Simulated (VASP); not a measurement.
## Ti: single point with r2SCAN

The system is Ti.

```xyz
1
Lattice="0.0000 2.0046 2.0300 2.0554 0.0000 2.0300 2.0554 2.0046 0.0000" Properties=species:S:1:pos:R:3 pbc="T T T"
Ti    0.0000    0.0000    0.0000
```

This cell differs from its parent crystal: strain +0.0125 x Voigt [1, -1, 0, 0, 0, 0].

```
Program             : VASP 6.6.1
Task                : single point
Functional          : r2SCAN
Potentials or basis : VASP PAW PBE potentials, release 64 (Ti_sv)
Cutoff              : 520 eV
k mesh              : 20 × 20 × 20
Occupations         : gaussian, width 0.15 eV
Spin                : no spin polarisation
```

* Pressure: 4.9 GPa
* Band gap on the k mesh: zero (band 6 reaches 9.62 eV, above the bottom of band 7 at 8.15 eV)

Stress tensor (GPa, compression positive):
```
4.44 0.00 0.00
0.00 5.28 0.00
0.00 0.00 4.84
```

Levels at points of the mesh, in eV from the Fermi level:
| k point | band 2 | band 3 | band 4 | band 5 | band 6 | band 7 | band 8 | band 9 | band 10 | band 11 |
| --- | --- | --- | --- | --- | --- | --- | --- | --- | --- | --- |
| (0.00, 0.00, 0.00) | -33.73 | -33.73 | -33.73 | -6.55 | 0.93 | 1.03 | 1.13 | 2.81 | 3.02 | 15.99 |
| (0.50, 0.00, 0.00) | -34.52 | -33.84 | -33.82 | -2.79 | 0.55 | 0.84 | 1.05 | 3.96 | 4.05 | 9.00 |
| (0.50, 0.50, 0.00) | -34.47 | -34.02 | -33.99 | -2.79 | -1.88 | 2.99 | 4.06 | 4.18 | 4.34 | 11.47 |
| (0.50, 0.00, 0.50) | -34.46 | -34.03 | -34.01 | -2.79 | -1.92 | 3.26 | 4.06 | 4.22 | 4.30 | 11.70 |
| (0.00, 0.50, 0.50) | -34.46 | -34.00 | -33.98 | -2.79 | -1.84 | 2.74 | 4.07 | 4.22 | 4.29 | 11.25 |

Wall time 6.5 min on 1 thread of Intel(R) Xeon(R) Platinum 8488C (Sapphire Rapids) (shared host), peak memory 0.34 GiB.

Caveat: the cell differs from its parent crystal (strain +0.0125 x Voigt [1, -1, 0, 0, 0, 0]); the PAW data sets were made with another functional, which shifts forces and pressure a little.
